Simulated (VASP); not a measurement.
Set up this calculation in VASP 6.6.1, as the native input.

```
Task                   : single point
Functional             : r2SCAN
Potentials or basis    : VASP PAW PBE potentials, release 64 (Co, O)
Cutoff                 : 520 eV
k mesh                 : 12 × 12 × 12
Occupations            : fermi-dirac, width 0.05 eV
Spin                   : collinear spin, ferromagnetic start
Starting moments       : [2.0, 0.0] μB
Dipole correction      : no
Further INCAR settings : ALGO = Normal; EDIFF = 1e-06; NBANDS = 18
```

CoO:

```
Co O
1.0
    -1.50800    1.50800    2.10725
     1.50800   -1.50800    2.10725
     1.50800    1.50800   -2.10725
Co O
1 1
Direct
  0.00000 0.00000 0.00000
  0.50000 0.50000 0.00000
```

These files were run (other wordings do the same):

POSCAR

```
CoO
1.0
   -1.5080000000      1.5080000000      2.1072475377
    1.5080000000     -1.5080000000      2.1072475377
    1.5080000000      1.5080000000     -2.1072475377
Co O
1 1
Direct
    0.0000000000      0.0000000000      0.0000000000
    0.5000000000      0.5000000000      0.0000000000
```

INCAR.step1

```
SYSTEM = CoO
  ALGO = Normal
  EDIFF = 1E-4
  ENCUT = 520
  GGA = PE
  ISMEAR = -1
  ISPIN = 2
  LASPH = .True.
  LCHARG = .False.
  LMAXMIX = 4
  LREAL = .False.
  LWAVE = .True.
  MAGMOM = 2 0
  NBANDS = 18
  NELM = 150
  PREC = Accurate
  SIGMA = 0.05
```

INCAR.step2

```
SYSTEM = CoO
  ALGO = Normal
  EDIFF = 1E-6
  ENCUT = 520
  ISIF = 2
  ISMEAR = -1
  ISPIN = 2
  ISTART = 1
  LASPH = .True.
  LCHARG = .False.
  LMAXMIX = 4
  LMIXTAU = .True.
  LORBIT = 11
  LREAL = .False.
  LWAVE = .False.
  MAGMOM = 2 0
  METAGGA = R2SCAN
  NBANDS = 18
  NELM = 150
  PREC = Accurate
  SIGMA = 0.05
```

KPOINTS

```
k-points
0
Gamma
  12 12 12
  0 0 0
```

Potentials or basis: VASP PAW PBE potentials, release 64 (Co, O).

Run with:

```console
$ cat potpaw_PBE.64/Co/POTCAR potpaw_PBE.64/O/POTCAR > POTCAR
$ cp INCAR.step1 INCAR
$ mpirun -np 1 vasp_std > vasp.out
$ cp INCAR.step2 INCAR
$ mpirun -np 1 vasp_std > vasp.out
```

It gave:

```
Pressure                                              : -4.7 GPa
Band gap on the k mesh                                : zero (filled and empty bands overlap)
Net moment                                            : 3.00 μB per cell
Site moments                                          : Co +2.70; O +0.28 μB
Valence electrons inside the program's atomic spheres : Co 7.78; O 5.04
```

Caveat: the PAW data sets were made with another functional, which shifts forces and pressure a little; a cell with one magnetic atom can't hold antiferromagnetic order, which such compounds often take; semilocal functionals often make such compounds metallic where correlation or magnetic order opens a gap, which also shifts bond lengths.

Wall time 4.8 min on 1 thread of AMD EPYC 9R45 96-Core Processor (Zen 5) (shared host), peak memory 0.19 GiB.
